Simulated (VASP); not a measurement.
# SnO in VASP: single point with PBE+D3(BJ)

Aim: the single point of SnO with PBE+D3(BJ).

All numbers are computed with VASP 6.6.1; they aren't measurements. Logs are shortened: lines on timing, memory, paths and dates and some standing lists are left out, and cuts for length are marked.

## Step 1: The cell of the first run

The cell holds a slab with vacuum, 8 atoms: a = 3.820 Å, b = 3.820 Å, c = 22.226 Å, α = 90.00°, β = 90.00°, γ = 90.00°.

## Step 2: Single point, PBE+D3(BJ) (layers slid over each other)

The input, INCAR:

```
SYSTEM = SnO
PREC     = Accurate       ! precision mode
ENCUT    = 520            ! plane-wave cutoff, eV
EDIFF    = 1E-7           ! SCF threshold, eV
ISMEAR   = 0              ! smearing method
SIGMA    = 0.05           ! smearing width, eV
LREAL    = .FALSE.        ! projectors in reciprocal space
LASPH    = .TRUE.         ! aspherical terms in the spheres
NELM     = 60             ! most SCF steps
ALGO     = Normal         ! electronic algorithm
ISIF     = 2              ! what is computed and relaxed
LWAVE    = .FALSE.        ! write WAVECAR
LCHARG   = .FALSE.        ! write CHGCAR
LDIPOL   = .TRUE.       
IDIPOL   = 3            
DIPOL    = 0.5 0.5 0.399
GGA      = PE             ! functional
IVDW     = 12             ! dispersion correction
NBANDS   = 50             ! bands
```

The input, KPOINTS:

```
Automatic mesh
0
G
  7 7 1
  0 0 0
```

The input, POSCAR:

```
SnO
1.0
    3.8201528477      0.0002954339      0.0000000000
   -0.0003145169      3.8201528461      0.0000000000
    0.0000000000      0.0000000000     22.2260749922
Sn O
4 4
Direct
    0.9999452930      0.9999452930      0.2024648977
    0.4999452930      0.4999452930      0.3087831522
    0.6249452930      0.8749452930      0.4887519501
    0.1249452930      0.3749452930      0.5950702046
    0.9999461076      0.4999461076      0.2556240249
    0.4999461076      0.9999461076      0.2556240249
    0.6249461076      0.3749461076      0.5419110773
    0.1249461076      0.8749461076      0.5419110773
```

Potentials or basis: VASP PAW PBE potentials, release 64 (Sn_d, O).

Command:

```console
$ cat potpaw_PBE.64/Sn_d/POTCAR potpaw_PBE.64/O/POTCAR > POTCAR
$ mpirun -np 1 vasp_std > vasp.out
```

OUTCAR:

```text
SYSTEM = SnO
   PREC = Accurate
   ENCUT = 520
   EDIFF = 1E-7
   ISMEAR = 0
   LREAL = .FALSE.
   LASPH = .TRUE.
   NELM = 60
   ISIF = 2
   GGA = PE
   IVDW = 12
 IVDW          = 12

 ion  position               nearest neighbor table
   1  1.000  1.000  0.202-   5 2.25   6 2.25   5 2.25   6 2.25   2 3.59   2 3.59   2 3.59   2 3.59

   2  0.500  0.500  0.309-   6 2.25   5 2.25   6 2.25   5 2.25   1 3.59   1 3.59   1 3.59   1 3.59

   3  0.625  0.875  0.489-   7 2.25   8 2.25   7 2.25   8 2.25   4 3.59   4 3.59   4 3.59   4 3.59

   4  0.125  0.375  0.595-   8 2.25   7 2.25   8 2.25   7 2.25   3 3.59   3 3.59   3 3.59   3 3.59

   5  1.000  0.500  0.256-   1 2.25   2 2.25   1 2.25   2 2.25
   6  0.500  1.000  0.256-   1 2.25   2 2.25   1 2.25   2 2.25
   7  0.625  0.375  0.542-   3 2.25   4 2.25   3 2.25   4 2.25
   8  0.125  0.875  0.542-   3 2.25   4 2.25   3 2.25   4 2.25

  LATTYP: Found a simple tetragonal cell.
 ALAT       =     3.8201528591
 C/A-ratio  =     5.8181114243

  Lattice vectors:

 A1 = (   3.8201528477,   0.0002954339,   0.0000000000)
 A2 = (  -0.0003145169,   3.8201528461,   0.0000000000)
 A3 = (   0.0000000000,   0.0000000000,  22.2260749922)

Analysis of symmetry for initial positions (statically):
=====================================================================
 Subroutine PRICEL returns:
 Original cell was already a primitive cell.

 Routine SETGRP: Setting up the symmetry group for a
 simple tetragonal supercell.

 Subroutine GETGRP returns: Found  2 space group operations
 (whereof  1 operations were pure point group operations)
 out of a pool of 16 trial point group operations.

The static configuration has the point symmetry C_1 .
 The point group associated with its full space group is S_2 .

Analysis of symmetry for dynamics (positions and initial velocities):
=====================================================================
 Subroutine PRICEL returns:
 Original cell was already a primitive cell.

 Routine SETGRP: Setting up the symmetry group for a
 simple tetragonal supercell.

 Subroutine GETGRP returns: Found  2 space group operations
 (whereof  1 operations were pure point group operations)
 out of a pool of 16 trial point group operations.

The dynamic configuration has the point symmetry C_1 .
 The point group associated with its full space group is S_2 .

 Subroutine INISYM returns: Found  2 space group operations
 (whereof  1 operations are pure point group operations),
 and found     1 'primitive' translations

----------------------------------------------------------------------------------------

                                     Primitive cell

  volume of cell :     324.3577

  direct lattice vectors                    reciprocal lattice vectors
     3.820152848  0.000295434  0.000000000     0.261769629  0.000021552  0.000000000
    -0.000314517  3.820152846  0.000000000    -0.000020244  0.261769629  0.000000000
     0.000000000  0.000000000 22.226074992     0.000000000  0.000000000  0.044992199

  length of vectors
     3.820152859  3.820152859 22.226074992     0.261769630  0.261769630  0.044992199

  position of ions in fractional coordinates (direct lattice)
     0.999945293  0.999945293  0.202464898
     0.499945293  0.499945293  0.308783152
     0.624945293  0.874945293  0.488751950
     0.124945293  0.374945293  0.595070205
     0.999946108  0.499946108  0.255624025
     0.499946108  0.999946108  0.255624025
     0.624946108  0.374946108  0.541911077
     0.124946108  0.874946108  0.541911077

  ion indices of the primitive-cell ions
   primitive index   ion index
                 1           1
                 2           2
                 3           3
                 4           4
                 5           5
                 6           6
                 7           7
                 8           8

----------------------------------------------------------------------------------------

 KPOINTS: Automatic mesh

Automatic generation of k-mesh.
 Grid dimensions read from file:
 generate k-points for:    7    7    1

 Generating k-lattice:

  Cartesian coordinates                     Fractional coordinates (reciprocal lattice)
     0.037395661  0.000003079  0.000000000     0.142857143  0.000000000  0.000000000
    -0.000002892  0.037395661  0.000000000     0.000000000  0.142857143  0.000000000
     0.000000000  0.000000000  0.044992199     0.000000000  0.000000000  1.000000000

  Length of vectors
     0.037395661  0.037395661  0.044992199

  Shift w.r.t. Gamma in fractional coordinates (k-lattice)
     0.000000000  0.000000000  0.000000000

 Subroutine IBZKPT returns following result:
 ===========================================

 Found     25 irreducible k-points:

 Following reciprocal coordinates:
            Coordinates               Weight
  0.000000  0.000000  0.000000      1.000000
  0.142857  0.000000  0.000000      2.000000
  0.000000  0.142857  0.000000      2.000000
  0.285714 -0.000000  0.000000      2.000000
  0.000000  0.285714  0.000000      2.000000
  0.428571 -0.000000  0.000000      2.000000
[... 16 lines left out ...]
  0.285714  0.428571  0.000000      2.000000
  0.428571  0.428571  0.000000      2.000000
   k-points           NKPTS =     25   k-points in BZ     NKDIM =     25   number of bands    NBANDS=     50
   number of dos      NEDOS =    301   number of ions     NIONS =      8
   total plane-waves  NPLWV = 131712
   dimension x,y,z NGX =    28 NGY =   28 NGZ =  168
   dimension x,y,z NGXF=    56 NGYF=   56 NGZF=  336
   ions per type =               4   4
   NGX,Y,Z   is equivalent  to a cutoff of  12.19, 12.19, 12.57 a.u.
   NGXF,Y,Z  is equivalent  to a cutoff of  24.37, 24.37, 25.13 a.u.
 SYSTEM =  SnO
   PREC   = accura    normal or accurate (medium, high low for compatibility)
   ISTART =      0    job   : 0-new  1-cont  2-samecut
   ICHARG =      2    charge: 1-file 2-atom 10-const
   ISPIN  =      1    spin polarized calculation?
   LNONCOLLINEAR =      F non collinear calculations
   LSORBIT =      F    spin-orbit coupling
   LASPH  =      T    aspherical Exc in radial PAW
   ENCUT  =  520.0 eV  38.22 Ry    6.18 a.u.   7.10  7.10 41.33*2*pi/ulx,y,z
   NELM   =     60;   NELMIN=  2; NELMDL= -5     # of ELM steps
   EDIFF  = 0.1E-06   stopping-criterion for ELM
   LREAL  =      F    real-space projection
   EDIFFG = 0.1E-05   stopping-criterion for IOM
   NSW    =      0    number of steps for IOM
   IBRION =     -1    ionic relax: 0-MD 1-quasi-New 2-CG
   NFREE  =      0    steps in history (QN), initial steepest desc. (CG)
   ISIF   =      2    stress and relaxation
   ISYM   =      2    0-nonsym 1-usesym 2-fastsym
   POTIM  = 0.5000    time-step for ionic-motion
   TEBEG  =    0.0;   TEEND  =   0.0 temperature during run
   PSTRESS=    0.0 pullay stress
   NELECT =      80.0000    total number of electrons
   NUPDOWN=      -1.0000    fix difference up-down
   EMIN   =  10.00;   EMAX   =-10.00  energy-range for DOS
   EFERMI =   0.00;   METHOD = LEGACY
   ISMEAR =     0;   SIGMA  =   0.05  broadening in eV -4-tet -1-fermi 0-gaus
   EFERMI_NEDOS =   21; number of points for ismear=-14 and -15
   IALGO  =     38    algorithm
   IMIX   =      4    mixing-type and parameters
     AMIX     =   0.40;   BMIX     =  1.00
     AMIX_MAG =   1.60;   BMIX_MAG =  1.00
  volume/ion in A,a.u.               =      40.54       273.61
  Fermi-wavevector in a.u.,A,eV,Ry     =   1.026668  1.940121 14.341186  1.054047
  Thomas-Fermi vector in A             =   2.160573
   LORBIT       =      0    0 simple, 1 ext, 2 COOP (PROOUT), +10 PAW based schemes
   GGA     = PE    functional components
   LHFCALC =     F    Hartree Fock is set to
   AEXX    =    0.0000 exact exchange contribution
   IVDW    =    12    specifies the selected vdW correction
   LEPSILON=     F    determine dielectric tensor
   LRPA    =     F    only Hartree local field effects (RPA)
 non-spin polarized calculation
 Gauss-broadening in eV      SIGMA  =   0.05
  energy-cutoff  :      520.00
  volume of cell :      324.36
 maximum number of plane-waves:      8769
   NGX = 15   NGY = 15   NGZ = 83

 dipolmoment           0.000000      0.000000     -0.000001 electrons x Angstroem

 number of electron      79.9999971 magnetization

 dipolmoment           0.000000      0.000000      0.000000 electrons x Angstroem

 Free energy of the ion-electron system (eV)
  ---------------------------------------------------
  ext. energy  EPLUGINS =         0.00000000
  ---------------------------------------------------
  free energy    TOTEN  =       -45.16357361 eV

  energy without entropy =      -45.16357361  energy(sigma->0) =      -45.16357361

 E-fermi :   0.0693     XC(G=0):  -5.2954

 val. band max:       -0.1506958843   @ k =   0.1429   0.0000   0.0000
 cond. band min:       2.2152569793   @ k =   0.4286  -0.0000   0.0000
 fundamental gap:      2.3659528636
 Fermi energy:         0.0693089855

 k-point     1 :       0.0000    0.0000    0.0000
  band No.  band energies     occupation
      1     -21.0536      2.00000
      2     -21.0536      2.00000
      3     -20.6931      2.00000
      4     -20.6931      2.00000
      5     -20.6558      2.00000
      6     -20.6555      2.00000
[... 42 lines left out ...]
     49       5.2162      0.00000
     50       5.2271      0.00000

 k-point     2 :       0.1429    0.0000    0.0000
  band No.  band energies     occupation
      1     -21.0447      2.00000
      2     -21.0446      2.00000
      3     -20.6937      2.00000
      4     -20.6936      2.00000
      5     -20.6573      2.00000
      6     -20.6565      2.00000
[... 1158 lines left out ...]
 k-point    24 :       0.4286    0.4286    0.0000
  band No.  band energies     occupation
      1     -20.9947      2.00000
      2     -20.9942      2.00000
      3     -20.9805      2.00000
      4     -20.9803      2.00000
      5     -20.6601      2.00000
      6     -20.6599      2.00000
[... 42 lines left out ...]
     49       6.1241      0.00000
     50       6.4092      0.00000

 [... further k-points ...]

------------------------ aborting loop because EDIFF is reached ----------------------------------------

 vacuum level on the upper side and lower side of the slab       (xc-potential included)        -0.126        -0.126

 Edisp (eV)   -1.25540

 E8    (eV) :    -0.5552

  FORCE on cell =-STRESS in cart. coord.  units (eV):
  Direction    XX          YY          ZZ          XY          YZ          ZX
  --------------------------------------------------------------------------------------
  -------------------------------------------------------------------------------------
  Total       0.19763     0.28840    -0.02327     0.02173     0.25058     0.16376
  in kB       0.97619     1.42454    -0.11494     0.10736     1.23777     0.80890
  external pressure =        0.76 kB  Pullay stress =        0.00 kB

 VOLUME and BASIS-vectors are now :
 -----------------------------------------------------------------------------
  energy-cutoff  :      520.00
  volume of cell :      324.36
      direct lattice vectors                 reciprocal lattice vectors
     3.820152848  0.000295434  0.000000000     0.261769629  0.000021552  0.000000000
    -0.000314517  3.820152846  0.000000000    -0.000020244  0.261769629  0.000000000
     0.000000000  0.000000000 22.226074992     0.000000000  0.000000000  0.044992199

 POSITION                                       TOTAL-FORCE (eV/Angst)
 -----------------------------------------------------------------------------------
      3.81963      3.82024      4.50000        -0.003144     -0.004770     -0.078783
      1.90971      1.91002      6.86304        -0.014894     -0.028932      0.111918
      2.38711      3.34261     10.86304         0.014894      0.028932     -0.111918
      0.47719      1.43239     13.22607         0.003144      0.004770      0.078783
      3.81979      1.91017      5.68152        -0.018429      0.009527      0.009105
      1.90956      3.82009      5.68152         0.006479     -0.024164      0.007780
      2.38727      1.43254     12.04456        -0.006479      0.024164     -0.007780
      0.47704      3.34246     12.04456         0.018429     -0.009527     -0.009105
 -----------------------------------------------------------------------------------
    total drift:                               -0.013937     -0.013940      0.000010

  FREE ENERGIE OF THE ION-ELECTRON SYSTEM (eV)
  ---------------------------------------------------
  free  energy   TOTEN  =       -46.4189695262 eV

  energy  without entropy=      -46.4189695262  energy(sigma->0) =      -46.41896953

 vacuum level on the upper side and lower side of the slab         4.816         4.816
```

Run time: 14 min. Hardware: 1 thread of Intel Xeon 8259CL, shared host; peak memory 0.53 GiB.

Results:

- Free energy: -46.4190 eV
- Largest force: 0.117 eV/Å
- Band gap on the k mesh: 2.37 eV (least direct gap 2.52 eV)
- Dispersion energy per atom: -0.157 eV

Forces in eV/Å, atoms in the order of the input:
```
Sn  -0.003 -0.005 -0.079
Sn  -0.015 -0.029  0.112
Sn   0.015  0.029 -0.112
Sn   0.003  0.005  0.079
O   -0.018  0.010  0.009
O    0.006 -0.024  0.008
O   -0.006  0.024 -0.008
O    0.018 -0.010 -0.009
```

Caveat: the cell differs from its parent crystal (layers slid over each other); spin-orbit coupling is left out, which moves the levels of the heavy elements.
